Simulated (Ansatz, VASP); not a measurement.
MgSnN in VASP and in Ansatz

Contents of INCAR:

```
SYSTEM = MgSnN
PREC = Accurate
ENCUT = 600
EDIFF = 1E-6
ISMEAR = 0
SIGMA = 0.1
LREAL = .FALSE.
LASPH = .TRUE.
NELM = 80
ALGO = Normal
ISIF = 3
LWAVE = .FALSE.
LCHARG = .FALSE.
GGA = PE
IBRION = 2
NSW = 90
EDIFFG = -0.04
```

Contents of KPOINTS:

```
Automatic mesh
0
G
  6 6 4
  0 0 0
```

The input POSCAR:

```
MgSnN
1.0
    3.6507694300      0.0000000000      0.0000000000
    0.0000000000      3.6858561300      0.0000000000
    0.0000000000      0.0000000000      3.7994485400
Mg Sn N
1 1 1
Direct
    0.0000000000      0.0000000000      0.0000000000
    0.5000000000      0.5000000000      0.5000000000
    0.5000000000      0.5000000000      0.0000000000
```

Input for Ansatz:

```yaml
crystal:
  lattice:
    - [3.65076943, 0.0, 0.0]
    - [0.0, 3.68585613, 0.0]
    - [0.0, 0.0, 3.79944854]
  atoms:
    - { symbol: Mg, position: [0.0, 0.0, 0.0] }
    - { symbol: Sn, position: [0.5, 0.5, 0.5] }
    - { symbol: "N", position: [0.5, 0.5, 0.0] }
basis:
  ecutwfc: 420
kpoints:
  mp_grid: { grid: [6, 6, 4] }
hamiltonian:
  xc: pbe
scf:
  occupations: { method: gaussian, width: 0.1 }
  lower_state_search: "off"
output:
  forces: true
  stress: true
  eigenvalues: true
relax:
  adjacent_minimum: "off"
  f_tol: 0.04
  max_steps: 70
  cell: { stress_tol: 0.4 }
```

Change from the starting cell: species swapped into the TmCoC type (Pmmm, No. 47).

Alike in both runs: task relaxation of cell and atoms; functional PBE; k mesh 6 × 6 × 4; occupations gaussian, width 0.1 eV; no spin polarisation.

|  | VASP | Ansatz |
| --- | --- | --- |
| version | VASP 6.6.1 | Ansatz 0.2.0 |
| potentials or method | VASP PAW PBE potentials, release 64 (Mg, Sn_d, N), cutoff 600 eV | scalar-relativistic, plane waves, PAW |
| valence electrons in the cell | 21 | 29 |

```csv
,VASP,Ansatz,Ansatz less VASP
"gap on the k mesh at the Fermi level, each at its own relaxed structure (eV)",none,none,-
relaxed volume (Å³/atom),15.46,15.53,+0.063
relaxed cell length with the largest relative difference (Å),3.123,3.128,+0.0049
```

A gap of «none» marks a metal or a gap that the smearing closes. VASP's potentials hold 21 valence electrons a cell and Ansatz's 29, so a difference there can come from the potentials and not from the codes.

The k mesh is coarse, so the values compare programs but aren't converged.
